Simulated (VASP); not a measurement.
A run of VASP 6.6.1 is set up as follows.

INCAR

```
PREC     = Accurate       # precision mode
ENCUT    = 500            # plane-wave cutoff, eV
EDIFF    = 1E-6           # SCF threshold, eV
ISMEAR   = 0              # smearing method
SIGMA    = 0.01           # smearing width, eV
LREAL    = False          # projectors in reciprocal space
LASPH    = True           # aspherical terms in the spheres
NELM     = 120            # most SCF steps
ALGO     = Normal         # electronic algorithm
ISIF     = 2              # what is computed and relaxed
LWAVE    = False          # write WAVECAR
LCHARG   = False          # write CHGCAR
GGA      = PE             # functional
NBANDS   = 16             # bands
GGA_COMPAT= False
```

File KPOINTS:

```
Automatic mesh
0
Gamma
  6 6 6
```

POSCAR

```
ZnSe
1.0
    0.0000000000      2.6111457340      2.6111457340
    2.6111457340      0.0000000000      2.6111457340
    2.6111457340      2.6111457340      0.0000000000
Zn Se
1 1
Direct
    0.0000000000      0.0000000000      0.0000000000
    0.2500000000      0.2500000000      0.2500000000
```

Potentials or basis: VASP PAW PBE potentials, release 64 (Zn, Se).

The run is started by

```bash
$ cat potpaw_PBE.64/Zn/POTCAR potpaw_PBE.64/Se/POTCAR > POTCAR
$ mpirun -np 1 vasp_std > vasp.out
```

Q: Estimate the band gap on the k mesh.

A: 2.30 eV, indirect (least direct gap 2.37 eV).

Q: Estimate the pressure.

A: 30.6 GPa.

A k mesh can miss the band edges. A hybrid or GW would open this gap; PBE tends to underestimate it.
